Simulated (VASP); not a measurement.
Here is a VASP 6.6.1 calculation.

INCAR

```
PREC = Accurate
ENCUT = 520
EDIFF = 1E-7
ISMEAR = -1
SIGMA = 0.05
LREAL = False
LASPH = True
NELM = 80
ALGO = Normal
ISIF = 2
LWAVE = False
LCHARG = True
GGA = CA
LELF = True
LVHAR = True
NBANDS = 14
```

KPOINTS

```
regular mesh
0
Gamma
  11 11 6
```

The input POSCAR:

```
Na
1.0
    3.7670009976      0.0000000000      0.0000000000
   -1.8835004988      3.2623185600      0.0000000000
    0.0000000000      0.0000000000      6.0924600000
Na
2
Direct
    0.3333333333      0.6666666667      0.2500000000
    0.6666666667      0.3333333333      0.7500000000
```

Potentials or basis: VASP PAW LDA potentials, release 64 (Na_pv).

Run with:

```bash
$ cat potpaw_LDA.64/Na_pv/POTCAR > POTCAR
$ mpirun -np 1 vasp_std > vasp.out
```

(1) Predict the band gap on the k mesh.

(2) Predict the pressure.

## Answers

(1) zero (band 7 reaches 1.91 eV, above the bottom of band 8 at -2.09 eV).

(2) -0.8 GPa.

Caveat: the cell differs from its parent crystal (zz strain of -1 %).
